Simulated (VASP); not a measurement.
# MgS (F-43m) in VASP: G0W0 quasiparticle levels with r2SCAN

Aim: the G0W0 quasiparticle levels of MgS with r2SCAN.

Everything below comes from runs of VASP 6.6.1. Logs are shortened: lines on timing, memory, paths and dates and some standing lists are left out, and cuts for length are marked.

### 1 The cell of the first run

The structure is cubic, space group F-43m (No. 216). The conventional cell has a = 5.662 Å, b = 5.662 Å, c = 5.662 Å, α = 90.00°, β = 90.00°, γ = 90.00°. Within 3.2 Å of Mg (site symmetry -43m) lie 4 S at 2.45 Å. Within 3.2 Å of S (site symmetry -43m) lie 4 Mg at 2.45 Å.

### 2 G0W0 quasiparticle levels, r2SCAN

File POSCAR:

```
MgS
1.0
    0.0000000000      2.8308747674      2.8308747674
    2.8308747674      0.0000000000      2.8308747674
    2.8308747674      2.8308747674      0.0000000000
Mg S
1 1
Direct
    0.0000000000      0.0000000000      0.0000000000
    0.7500000000      0.7500000000      0.7500000000
```

File INCAR.step1:

```
SYSTEM = MgS
PREC = Accurate
ENCUT = 500
EDIFF = 1E-8
ISMEAR = 0
SIGMA = 0.01
LREAL = .False.
LASPH = .True.
NELM = 100
ALGO = Normal
LWAVE = .True.
LCHARG = .False.
METAGGA = R2SCAN
LMIXTAU = .True.
```

File INCAR.step2:

```
SYSTEM = MgS
PREC = Accurate
ENCUT = 500
EDIFF = 1E-8
ISMEAR = 0
SIGMA = 0.01
LREAL = .False.
LASPH = .True.
NELM = 1
ALGO = Exact
LWAVE = .True.
LCHARG = .False.
METAGGA = R2SCAN
LMIXTAU = .True.
NBANDS = 174
LOPTICS = .True.
ISTART = 1
```

File INCAR.step3:

```
SYSTEM = MgS
PREC = Accurate
ENCUT = 500
EDIFF = 1E-8
ISMEAR = 0
SIGMA = 0.01
LREAL = .False.
LASPH = .True.
ALGO = EVGW0
LWAVE = .False.
LCHARG = .False.
METAGGA = R2SCAN
LMIXTAU = .True.
NELMGW = 1
NBANDS = 174
ENCUTGW = 140.0
NOMEGA = 96
PRECFOCK = Fast
ISTART = 1
NBANDSGW = 12
OMEGAMAX = 20
```

File KPOINTS:

```
Automatic mesh
0
Gamma
  4 4 4
  0 0 0
```

Potentials or basis: VASP PAW PBE potentials, release 64 (Mg_GW, S_GW).

Launch:

```
cat potpaw_PBE.64/Mg_GW/POTCAR potpaw_PBE.64/S_GW/POTCAR > POTCAR
cp INCAR.step1 INCAR
mpirun -np 1 vasp_std > vasp.out
cp INCAR.step2 INCAR
mpirun -np 1 vasp_std > vasp.out
cp INCAR.step3 INCAR
mpirun -np 1 vasp_std > vasp.out
```

OUTCAR:

```text
SYSTEM = MgS
   PREC = Accurate
   ENCUT = 500
   EDIFF = 1E-8
   ISMEAR = 0
   LREAL = .False.
   LASPH = .True.
   METAGGA = R2SCAN
   NELMGW = 1
   ENCUTGW = 140.0
   PRECFOCK = Fast
   ISTART = 1

 ion  position               nearest neighbor table
   1  0.000  0.000  0.000-   2 2.45   2 2.45   2 2.45   2 2.45
   2  0.750  0.750  0.750-   1 2.45   1 2.45   1 2.45   1 2.45

  LATTYP: Found a face centered cubic cell.
 ALAT       =     5.6617495348

  Lattice vectors:

 A1 = (   0.0000000000,   2.8308747674,   2.8308747674)
 A2 = (   2.8308747674,   0.0000000000,   2.8308747674)
 A3 = (   2.8308747674,   2.8308747674,   0.0000000000)

Analysis of symmetry for initial positions (statically):
=====================================================================
 Subroutine PRICEL returns:
 Original cell was already a primitive cell.

 Routine SETGRP: Setting up the symmetry group for a
 face centered cubic supercell.

 Subroutine GETGRP returns: Found 24 space group operations
 (whereof 24 operations were pure point group operations)
 out of a pool of 48 trial point group operations.

The static configuration has the point symmetry T_d .

Analysis of symmetry for dynamics (positions and initial velocities):
=====================================================================
 Subroutine PRICEL returns:
 Original cell was already a primitive cell.

 Routine SETGRP: Setting up the symmetry group for a
 face centered cubic supercell.

 Subroutine GETGRP returns: Found 24 space group operations
 (whereof 24 operations were pure point group operations)
 out of a pool of 48 trial point group operations.

The dynamic configuration has the point symmetry T_d .

 Subroutine INISYM returns: Found 24 space group operations
 (whereof 24 operations are pure point group operations),
 and found     1 'primitive' translations

----------------------------------------------------------------------------------------

                                     Primitive cell

  volume of cell :      45.3724

  direct lattice vectors                    reciprocal lattice vectors
     0.000000000  2.830874767  2.830874767    -0.176623850  0.176623850  0.176623850
     2.830874767  0.000000000  2.830874767     0.176623850 -0.176623850  0.176623850
     2.830874767  2.830874767  0.000000000     0.176623850  0.176623850 -0.176623850

  length of vectors
     4.003461489  4.003461489  4.003461489     0.305921482  0.305921482  0.305921482

  position of ions in fractional coordinates (direct lattice)
     0.000000000  0.000000000  0.000000000
     0.750000000  0.750000000  0.750000000

  ion indices of the primitive-cell ions
   primitive index   ion index
                 1           1
                 2           2

----------------------------------------------------------------------------------------

 KPOINTS: Automatic mesh

Automatic generation of k-mesh.
 Grid dimensions read from file:
 generate k-points for:    4    4    4

 Generating k-lattice:

  Cartesian coordinates                     Fractional coordinates (reciprocal lattice)
    -0.044155962  0.044155962  0.044155962     0.250000000  0.000000000  0.000000000
     0.044155962 -0.044155962  0.044155962     0.000000000  0.250000000  0.000000000
     0.044155962  0.044155962 -0.044155962     0.000000000  0.000000000  0.250000000

  Length of vectors
     0.076480370  0.076480370  0.076480370

  Shift w.r.t. Gamma in fractional coordinates (k-lattice)
     0.000000000  0.000000000  0.000000000

 Subroutine IBZKPT returns following result:
 ===========================================

 Found      8 irreducible k-points:

 Following reciprocal coordinates:
            Coordinates               Weight
  0.000000  0.000000  0.000000      1.000000
  0.250000  0.000000  0.000000      8.000000
  0.500000  0.000000  0.000000      4.000000
  0.250000  0.250000  0.000000      6.000000
  0.500000  0.250000  0.000000     24.000000
 -0.250000  0.250000  0.000000     12.000000
  0.500000  0.500000  0.000000      3.000000
 -0.250000  0.500000  0.250000      6.000000
   k-points           NKPTS =      8   k-points in BZ     NKDIM =     64   number of bands    NBANDS=    174
   number of dos      NEDOS =    301   number of ions     NIONS =      2
   total plane-waves  NPLWV =  27000
   dimension x,y,z NGX =    30 NGY =   30 NGZ =   30
   dimension x,y,z NGXF=    60 NGYF=   60 NGZF=   60
   ions per type =               1   1
   NGX,Y,Z   is equivalent  to a cutoff of  12.46, 12.46, 12.46 a.u.
   NGXF,Y,Z  is equivalent  to a cutoff of  24.92, 24.92, 24.92 a.u.
 SYSTEM =  MgS
   PREC   = accura    normal or accurate (medium, high low for compatibility)
   ISTART =      1    job   : 0-new  1-cont  2-samecut
   ICHARG =      0    charge: 1-file 2-atom 10-const
   ISPIN  =      1    spin polarized calculation?
   LNONCOLLINEAR =      F non collinear calculations
   LSORBIT =      F    spin-orbit coupling
   LASPH  =      T    aspherical Exc in radial PAW
   ENCUT  =  500.0 eV  36.75 Ry    6.06 a.u.   7.30  7.30  7.30*2*pi/ulx,y,z
   NELM   =     60;   NELMIN=  2; NELMDL=  0     # of ELM steps
   EDIFF  = 0.1E-07   stopping-criterion for ELM
   LREAL  =      F    real-space projection
   EDIFFG = 0.1E-06   stopping-criterion for IOM
   NSW    =      0    number of steps for IOM
   IBRION =     -1    ionic relax: 0-MD 1-quasi-New 2-CG
   NFREE  =      0    steps in history (QN), initial steepest desc. (CG)
   ISIF   =      0    stress and relaxation
   ISYM   =      3    0-nonsym 1-usesym 2-fastsym
   POTIM  = 0.5000    time-step for ionic-motion
   TEBEG  =    0.0;   TEEND  =   0.0 temperature during run
   PSTRESS=    0.0 pullay stress
   NELECT =       8.0000    total number of electrons
   NUPDOWN=      -1.0000    fix difference up-down
   EMIN   =  10.00;   EMAX   =-10.00  energy-range for DOS
   EFERMI =   0.00;   METHOD = LEGACY
   ISMEAR =     0;   SIGMA  =   0.01  broadening in eV -4-tet -1-fermi 0-gaus
   EFERMI_NEDOS =   21; number of points for ismear=-14 and -15
   IALGO  =     38    algorithm
   IMIX   =      4    mixing-type and parameters
     AMIX     =   0.40;   BMIX     =  1.00
     AMIX_MAG =   1.60;   BMIX_MAG =  1.00
  volume/ion in A,a.u.               =      22.69       153.09
  Fermi-wavevector in a.u.,A,eV,Ry     =   0.917996  1.734761 11.465859  0.842717
  Thomas-Fermi vector in A             =   2.043028
   LORBIT       =      0    0 simple, 1 ext, 2 COOP (PROOUT), +10 PAW based schemes
   METAGGA = R2SCAN    functional components
   LHFCALC =     T    Hartree Fock is set to
   PRECFOCK=fast      Normal, Fast or Accurate (Low or Medium for compatibility)
   ENCUT4O =  -1.0   cutoff for four orbital integrals eV
   NKREDX  =     1    reduce k-point grid by
   NKREDY  =     1    reduce k-point grid by
   NKREDZ  =     1    reduce k-point grid by
   AEXX    =    1.0000 exact exchange contribution
   HFSCREEN=    0.0000 screening length (either q_TF or 0.3 A-1)
   HFSCREENC=   0.0000 screening length for correlation (either q_TF or 0.3 A-1)
   ENCUTFOCK=  -1.0 apply spherical cutoff to Coloumb kernel
   IVDW    =     0    specifies the selected vdW correction
   LEPSILON=     F    determine dielectric tensor
   LRPA    =     F    only Hartree local field effects (RPA)
   LRPAFORCE           =     F    calculate RPA forces
   ENCUTGW             = 140.0    cutoff for response function in eV
   ENCUTGWSOFT         = 112.0    soft cutoff for Coulomb kernel in GW response function in eV
   ENCUTLF             =  -1.0    cutoff for local field effects
   NELMGW              =     1    number of iterations in solving QP/BSE equation
   NELMHF              =     1    number of iterations in the inner HF iteration
   NKREDLFX            =     1    NKREDLFY  =   1   NKREDLFZ  =   1
 non-spin polarized calculation
 Gauss-broadening in eV      SIGMA  =   0.01
  energy-cutoff  :      500.00
  volume of cell :       45.37
 maximum number of plane-waves:      1174
 NGX is ok and might be reduce to    30
  NGX = 18; NGY = 18; NGZ = 18
   NGX = 15   NGY = 15   NGZ = 15
 maximum number of plane-waves:       176
 NGX is ok and might be reduce to    18

 QP shifts <psi_nk| G(iteration)W_0 |psi_nk>: iteration 1
 for sc-GW calculations column KS-energies equals QP-energies in previous step
 and V_xc(KS)=  KS-energies - (<T + V_ion + V_H > + <T+V_H+V_ion>^1  + <V_x>^1)

 k-point   1 :       0.0000    0.0000    0.0000
  band No.  KS-energies  QP-energies   sigma(KS)   V_xc(KS)     V^pw_x(r,r')   Z            occupation Imag(sigma)

      1     -10.9570     -11.3524     -14.1768     -13.6463     -20.8998       0.7455       2.0000       1.3752
      2       0.7858      -0.2728     -14.5809     -13.2239     -16.2332       0.7801       2.0000       0.0301
      3       0.7858      -0.2728     -14.5809     -13.2239     -16.2332       0.7801       2.0000       0.0301
      4       0.7858      -0.2728     -14.5809     -13.2239     -16.2332       0.7801       2.0000       0.0301
      5       4.9184       5.1876      -7.5069      -7.8356      -4.1496       0.8189       0.0000      -0.0513
      6       9.3458      10.0293      -7.6368      -8.4883      -3.8416       0.8027       0.0000      -0.0650
      7       9.3458      10.0293      -7.6368      -8.4883      -3.8416       0.8027       0.0000      -0.0650
      8       9.3458      10.0293      -7.6368      -8.4883      -3.8416       0.8027       0.0000      -0.0650
      9      12.1732      12.9683      -8.2106      -9.2213      -3.9768       0.7867       0.0000      -0.1053
     10      12.1732      12.9683      -8.2106      -9.2213      -3.9768       0.7867       0.0000      -0.1053
     11      15.4791      15.3487      -6.0751      -5.9057      -1.3632       0.7700       0.0000      -0.2744
     12      15.5851      15.4237      -6.4393      -6.2320      -1.5314       0.7785       0.0000      -0.4463

 k-point   2 :       0.2500    0.0000    0.0000
  band No.  KS-energies  QP-energies   sigma(KS)   V_xc(KS)     V^pw_x(r,r')   Z            occupation Imag(sigma)

      1     -10.6358     -10.9659     -14.3617     -13.8947     -21.0321       0.7070       2.0000       1.2521
      2      -1.0534      -2.2510     -13.1555     -11.5927     -15.1370       0.7663       2.0000       0.0443
      3       0.6104      -0.4658     -14.4734     -13.0914     -16.1610       0.7788       2.0000       0.0302
      4       0.6104      -0.4658     -14.4734     -13.0914     -16.1610       0.7788       2.0000       0.0302
      5       6.4234       6.7982      -7.7966      -8.2593      -4.3042       0.8102       0.0000      -0.0546
      6       9.2308       9.7684      -8.0732      -8.7502      -4.2032       0.7941       0.0000      -0.0712
      7       9.5420      10.1968      -7.5365      -8.3555      -3.6994       0.7994       0.0000      -0.0682
      8       9.5420      10.1968      -7.5365      -8.3555      -3.6994       0.7994       0.0000      -0.0682
      9      11.8127      12.4623      -7.8664      -8.6985      -3.6478       0.7805       0.0000      -0.1013
     10      11.8127      12.4623      -7.8664      -8.6985      -3.6478       0.7805       0.0000      -0.1013
     11      13.8111      13.7483      -6.1593      -6.0781      -1.5682       0.7740       0.0000      -0.2583
     12      18.3136      18.3444      -7.0326      -7.0720      -1.8871       0.7809       0.0000      -0.5517
[... 68 lines left out ...]
      1     -10.0346     -10.3097     -14.8421     -14.4386     -21.3544       0.6818       2.0000       1.0164
      2      -2.0346      -3.3010     -12.8690     -11.1878     -15.1912       0.7533       2.0000       0.0617
      3      -0.2652      -1.4293     -13.8885     -12.3809     -15.7760       0.7722       2.0000       0.0372
      4      -0.2652      -1.4293     -13.8885     -12.3809     -15.7760       0.7722       2.0000       0.0372
      5       5.0992       5.4644      -6.4570      -6.9010      -3.2561       0.8225       0.0000      -0.0500
      6       7.0298       7.5966      -7.1927      -7.8843      -3.8039       0.8196       0.0000      -0.0535
      7      12.9127      13.2015      -9.0304      -9.4169      -4.2327       0.7471       0.0000      -0.1627
      8      14.0467      14.1528      -7.7127      -7.8553      -2.7268       0.7440       0.0000      -0.2577
      9      14.0467      14.1528      -7.7127      -7.8553      -2.7268       0.7440       0.0000      -0.2577
     10      15.2455      16.0861      -9.5986     -10.7227      -4.5772       0.7478       0.0000      -0.2400
     11      15.2455      16.0861      -9.5986     -10.7227      -4.5772       0.7478       0.0000      -0.2400
     12      15.2515      16.0953      -9.4256     -10.5462      -4.5160       0.7530       0.0000      -0.2462

 k-point   8 :      -0.2500    0.5000    0.2500
  band No.  KS-energies  QP-energies   sigma(KS)   V_xc(KS)     V^pw_x(r,r')   Z            occupation Imag(sigma)

      1     -10.0260     -10.2927     -14.8409     -14.4548     -21.3675       0.6910       2.0000       1.0318
      2      -1.4887      -2.7221     -13.1116     -11.4906     -15.2756       0.7609       2.0000       0.0526
      3      -1.0806      -2.2962     -13.2515     -11.6608     -15.2931       0.7642       2.0000       0.0461
      4      -0.5481      -1.7216     -13.3448     -11.8261     -15.2106       0.7727       2.0000       0.0380
      5       6.7675       7.1950      -7.4331      -7.9610      -4.0233       0.8098       0.0000      -0.0563
      6       9.4636      10.1844      -8.6033      -9.5133      -4.6662       0.7922       0.0000      -0.0700
      7       9.5637      10.0896      -7.8481      -8.5033      -4.0934       0.8026       0.0000      -0.0660
      8       9.9957      10.4462      -7.1610      -7.7303      -3.1095       0.7913       0.0000      -0.0809
      9      14.4017      14.5732      -7.8686      -8.1002      -2.7773       0.7409       0.0000      -0.2709
     10      15.2343      16.0942      -9.6539     -10.7944      -4.6005       0.7540       0.0000      -0.2442
     11      15.5161      15.5786      -7.9530      -8.0360      -2.8821       0.7524       0.0000      -0.3493
     12      16.6310      17.2026      -8.9948      -9.7355      -3.7710       0.7717       0.0000      -0.4291
```

Wall time 5.3 min (1 thread of Intel Xeon 6975P-C (Granite Rapids), shared host); peak memory 0.47 GiB.

Results:

| Property | Result |
| --- | --- |
| Quasiparticle gap | 5.46 eV |
| Least direct quasiparticle gap | 5.46 eV |
| Band gap of the starting levels on the mesh | 4.13 eV |
| Least direct gap of the starting levels on the mesh | 4.13 eV |

Caveat: the k points lie up to 0.48 Å⁻¹ apart; bands, screening cutoff and mesh are small and nothing is extrapolated, so the quasiparticle values aren't converged.
